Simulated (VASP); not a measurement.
# Tc (P6_3/mmc) in VASP: notebook, part 2 of 2

VASP 6.6.1.

## (3) Single point, PBEsol

This run uses another cell than the first one, of 13.68 Å³/atom.

Input file INCAR:

```
ALGO     = Fast           # electronic algorithm
EDIFF    = 1E-7           # SCF threshold, eV
ENCUT    = 520            # plane-wave cutoff, eV
GGA      = PS             # functional
ISIF     = 2              # what is computed and relaxed
ISMEAR   = -1             # smearing method
LASPH    = T              # aspherical terms in the spheres
LCHARG   = T              # write CHGCAR
LELF     = T              # ELF
LREAL    = F              # projectors in reciprocal space
LVHAR    = T            
LWAVE    = F              # write WAVECAR
NBANDS   = 34             # bands
NELM     = 100            # most SCF steps
PREC     = Accurate       # precision mode
SIGMA    = 0.05           # smearing width, eV
```

Input file KPOINTS:

```
k-points
0
Gamma
  11 11 3
```

Input file POSCAR:

```
Tc
1.0
    2.7023324377      0.0000000000      0.0000000000
   -1.3511662188      2.3402885405      0.0000000000
    0.0000000000      0.0000000000      8.6511606616
Tc
4
Direct
    0.6666666667      0.3333333333      0.7500000000
    0.0000000000      0.0000000000      0.5000000000
    0.3333333333      0.6666666667      0.2500000000
    0.0000000000      0.0000000000      0.0000000000
```

Potentials or basis: VASP PAW PBE potentials, release 64 (Tc_pv).

Started as:

```console
$ cat potpaw_PBE.64/Tc_pv/POTCAR > POTCAR
$ mpirun -np 1 vasp_std > vasp.out
```

OUTCAR:

```text
EDIFF = 1E-7
   ENCUT = 520
   GGA = PS
   ISIF = 2
   ISMEAR = -1
   LASPH = T
   LREAL = F
   NELM = 100
   PREC = Accurate

 ion  position               nearest neighbor table
   1  0.667  0.333  0.750-   2 2.67   4 2.67   2 2.67   4 2.67   2 2.67   4 2.67
   2  0.000  0.000  0.500-   1 2.67   3 2.67   3 2.67   1 2.67   1 2.67   3 2.67
   3  0.333  0.667  0.250-   2 2.67   4 2.67   2 2.67   4 2.67   2 2.67   4 2.67
   4  0.000  0.000  0.000-   1 2.67   3 2.67   3 2.67   1 2.67   1 2.67   3 2.67

  LATTYP: Found a hexagonal cell.
 ALAT       =     2.7023324377
 C/A-ratio  =     3.2013680260

  Lattice vectors:

 A1 = (   2.7023324377,   0.0000000000,   0.0000000000)
 A2 = (  -1.3511662188,   2.3402885405,   0.0000000000)
 A3 = (   0.0000000000,   0.0000000000,   8.6511606616)

Analysis of symmetry for initial positions (statically):
=====================================================================
 Subroutine PRICEL returns:
 Original cell was already a primitive cell.

 Routine SETGRP: Setting up the symmetry group for a
 hexagonal supercell.

 Subroutine GETGRP returns: Found 24 space group operations
 (whereof 12 operations were pure point group operations)
 out of a pool of 24 trial point group operations.

The static configuration has the point symmetry D_3d.
 The point group associated with its full space group is D_6h.

Analysis of symmetry for dynamics (positions and initial velocities):
=====================================================================
 Subroutine PRICEL returns:
 Original cell was already a primitive cell.

 Routine SETGRP: Setting up the symmetry group for a
 hexagonal supercell.

 Subroutine GETGRP returns: Found 24 space group operations
 (whereof 12 operations were pure point group operations)
 out of a pool of 24 trial point group operations.

The dynamic configuration has the point symmetry D_3d.
 The point group associated with its full space group is D_6h.

[... 114 lines left out ...]
   NUPDOWN=      -1.0000    fix difference up-down
   EMIN   =  10.00;   EMAX   =-10.00  energy-range for DOS
   EFERMI =   0.00;   METHOD = LEGACY
   ISMEAR =    -1;   SIGMA  =   0.05  broadening in eV -4-tet -1-fermi 0-gaus
   EFERMI_NEDOS =   21; number of points for ismear=-14 and -15
   IALGO  =     68    algorithm
   IMIX   =      4    mixing-type and parameters
     AMIX     =   0.40;   BMIX     =  1.00
     AMIX_MAG =   1.60;   BMIX_MAG =  1.00
  volume/ion in A,a.u.               =      13.68        92.30
  Fermi-wavevector in a.u.,A,eV,Ry     =   1.609589  3.041683 35.249673  2.590778
  Thomas-Fermi vector in A             =   2.705275
   LORBIT       =      0    0 simple, 1 ext, 2 COOP (PROOUT), +10 PAW based schemes
   GGA     = PS    functional components
   LHFCALC =     F    Hartree Fock is set to
   AEXX    =    0.0000 exact exchange contribution
   IVDW    =     0    specifies the selected vdW correction
   LEPSILON=     F    determine dielectric tensor
   LRPA    =     F    only Hartree local field effects (RPA)
 non-spin polarized calculation
 RMM-DIIS sequential band-by-band and
  energy-cutoff  :      520.00
  volume of cell :       54.71
 maximum number of plane-waves:      1489
 NGX is ok and might be reduce to    20
   NGX =  9   NGY =  9   NGZ = 33

 number of electron      52.0000007 magnetization

 Free energy of the ion-electron system (eV)
  ---------------------------------------------------
  ext. energy  EPLUGINS =         0.00000000
  ---------------------------------------------------
  free energy    TOTEN  =       -45.03905651 eV

  energy without entropy =      -45.01328734  energy(sigma->0) =      -45.02617192

 E-fermi :  13.3573     XC(G=0): -14.2118

 val. band max:       13.3241490347   @ k =   0.0909   0.0000   0.0000
 cond. band min:      13.3620483914   @ k =   0.3636  -0.0000   0.0000
 fundamental gap:      0.0378993567
 Fermi energy:        13.3572943954

 k-point     1 :       0.0000    0.0000    0.0000
  band No.  band energies     occupation
      1     -26.2510      2.00000
      2     -25.5515      2.00000
      3     -25.4503      2.00000
      4     -24.9519      2.00000
      5     -24.9518      2.00000
      6     -24.8531      2.00000
[... 877 lines left out ...]
     33      15.8145      0.00000
     34      16.4336      0.00000

 [... further k-points ...]
[... 5 lines left out ...]
  --------------------------------------------------------------------------------------
  -------------------------------------------------------------------------------------
  Total        2.3982789      2.3982789      3.0889592      0.0000000      0.0000000      0.0000000
  in kB       70.2308165     70.2308165     90.4565868      0.0000000      0.0000000      0.0000000
  external PRESSURE =      76.9727399 kB  Pullay stress =       0.0000000 kB

 VOLUME and BASIS-vectors are now :
 -----------------------------------------------------------------------------
  energy-cutoff  :      520.00
  volume of cell :       54.71
      direct lattice vectors                 reciprocal lattice vectors
     2.702332438  0.000000000  0.000000000     0.370050696  0.213648869  0.000000000
    -1.351166219  2.340288541  0.000000000     0.000000000  0.427297738  0.000000000
     0.000000000  0.000000000  8.651160662     0.000000000  0.000000000  0.115591426

 POSITION                                       TOTAL-FORCE (eV/Angst)
 -----------------------------------------------------------------------------------
      1.35117      0.78010      6.48837         0.000000     -0.000000     -0.000000
      0.00000      0.00000      4.32558         0.000000      0.000000      0.000000
     -0.00000      1.56019      2.16279        -0.000000      0.000000     -0.000000
      0.00000      0.00000      0.00000         0.000000      0.000000      0.000000
 -----------------------------------------------------------------------------------
    total drift:                                0.000000     -0.000000      0.000000

  FREE ENERGIE OF THE ION-ELECTRON SYSTEM (eV)
  ---------------------------------------------------
  free  energy   TOTEN  =       -45.0390565083 eV

  energy  without entropy=      -45.0132873413  energy(sigma->0) =      -45.02617192
```

Run time: 45 s. Hardware: 1 thread of AMD EPYC 7R13 (Zen 3), shared host; peak memory 0.15 GiB.

What came out:

| Item | Value |
| --- | --- |
| Free energy | -45.0391 eV |
| Pressure | 7.7 GPa |
| Band gap on the k mesh | zero (bands 26 and 27 overlap by 3.09 eV) |

Caveat: the cell stands under pressure; the PAW data sets were made with another functional, which shifts forces and pressure a little.

## (4) Single point, PBEsol

This run uses another cell than the first one, of 13.96 Å³/atom.

Input file INCAR:

```
PREC = Accurate ; ENCUT = 520
EDIFF = 1E-7 ; ISMEAR = -1
SIGMA = 0.05 ; LREAL = F
LASPH = T ; NELM = 100
ALGO = Normal ; ISIF = 2
LWAVE = F ; LCHARG = F
GGA = PS ; NBANDS = 34
```

Input file KPOINTS:

```
Automatic mesh
0
Gamma
  11 11 3
```

Input file POSCAR:

```
Tc
1.0
    2.7209698021      0.0000000000      0.0000000000
   -1.3604849010      2.3564289715      0.0000000000
    0.0000000000      0.0000000000      8.7108257240
Tc
4
Direct
    0.6666666667      0.3333333333      0.7500000000
    0.0000000000      0.0000000000      0.5000000000
    0.3333333333      0.6666666667      0.2500000000
    0.0000000000      0.0000000000      0.0000000000
```

Started as:

```console
$ cat potpaw_PBE.64/Tc_pv/POTCAR > POTCAR
$ mpirun -np 1 vasp_std > vasp.out
```

It took 45 s on 1 thread of AMD EPYC 7R13 (Zen 3), shared host; peak memory 0.16 GiB.

The run converged. Its results:

```
Free energy            : -45.0692 eV
Pressure               : 0.5 GPa
Band gap on the k mesh : zero (bands 26 and 27 overlap by 2.99 eV)
```

Stress tensor (GPa, compression positive):
```
-0.13  0.00  0.00
 0.00 -0.13  0.00
 0.00  0.00  1.75
```

Levels at points of the mesh, in eV from the Fermi level:
| k point | band 24 | band 25 | band 26 | band 27 | band 28 | band 29 |
| --- | --- | --- | --- | --- | --- | --- |
| (0.00, 0.00, 0.00) | -1.30 | -1.30 | -1.18 | -1.18 | 0.28 | 0.28 |

Caveat: the PAW data sets were made with another functional, which shifts forces and pressure a little.

## (5) Single point, PBEsol

This run uses another cell than the first one, of 14.25 Å³/atom.

Input file INCAR:

```
  PREC = Accurate
  ENCUT = 520
  EDIFF = 1E-6
  ISMEAR = -1
  SIGMA = 0.05
  LREAL = False
  LASPH = True
  NELM = 100
  ALGO = Fast
  ISIF = 2
  LWAVE = False
  LCHARG = False
  GGA = PS
  NBANDS = 34
```

Input file KPOINTS:

```
regular mesh
0
Gamma
  11 11 3
```

Input file POSCAR:

```
Tc
1.0
    2.7393552909      0.0000000000      0.0000000000
   -1.3696776454      2.3723512719      0.0000000000
    0.0000000000      0.0000000000      8.7696844400
Tc
4
Direct
    0.6666666667      0.3333333333      0.7500000000
    0.0000000000      0.0000000000      0.5000000000
    0.3333333333      0.6666666667      0.2500000000
    0.0000000000      0.0000000000      0.0000000000
```

Started as:

```console
$ cat potpaw_PBE.64/Tc_pv/POTCAR > POTCAR
$ mpirun -np 1 vasp_std > vasp.out
```

Run time: 49 s. Hardware: 1 thread of AMD EPYC 7R13 (Zen 3), shared host; peak memory 0.16 GiB.

It converged, with:

| Item | Value |
| --- | --- |
| Free energy | -45.0509 eV |
| Pressure | -5.9 GPa |
| Band gap on the k mesh | zero (bands 26 and 27 overlap by 2.89 eV) |

Stress tensor (GPa, compression positive):
```
-6.52  0.00  0.00
 0.00 -6.52  0.00
 0.00  0.00 -4.81
```

Levels at points of the mesh, in eV from the Fermi level:
| k point | band 22 | band 23 | band 24 | band 25 | band 26 | band 27 | band 28 | band 29 | band 30 | band 31 |
| --- | --- | --- | --- | --- | --- | --- | --- | --- | --- | --- |
| (0.00, 0.00, 0.00) | -1.86 | -1.51 | -1.26 | -1.26 | -1.15 | -1.15 | 0.28 | 0.28 | 1.00 | 1.00 |

Caveat: the cell stands under tension; the PAW data sets were made with another functional, which shifts forces and pressure a little.

## (6) Overview

| cell | gap on the mesh (eV) | pressure (GPa) |
| --- | --- | --- |
| a = 2.683, b = 2.683, c = 8.591 Å, angles 90.0, 90.0, 120.0°, 4 atoms | none | 15.7 |
| a = 2.702, b = 2.702, c = 8.651 Å, angles 90.0, 90.0, 120.0°, 4 atoms | none | 7.7 |
| a = 2.721, b = 2.721, c = 8.711 Å, angles 90.0, 90.0, 120.0°, 4 atoms | none | 0.5 |
| a = 2.739, b = 2.739, c = 8.770 Å, angles 90.0, 90.0, 120.0°, 4 atoms | none | -5.9 |

Alike in all rows: task single point; level PBEsol; potentials or basis VASP PAW PBE potentials, release 64 (Tc_pv); no spin polarisation; k mesh 11 × 11 × 3; cutoff (eV) 520; smearing fermi-dirac 0.05 eV.

Caveats: the PAW data sets were made with another functional, which shifts forces and pressure a little; the cell stands under pressure (at least some runs); the cell stands under tension (at least some runs).

Total energies depend on the potentials used, so only differences within one code and one set of settings carry meaning.
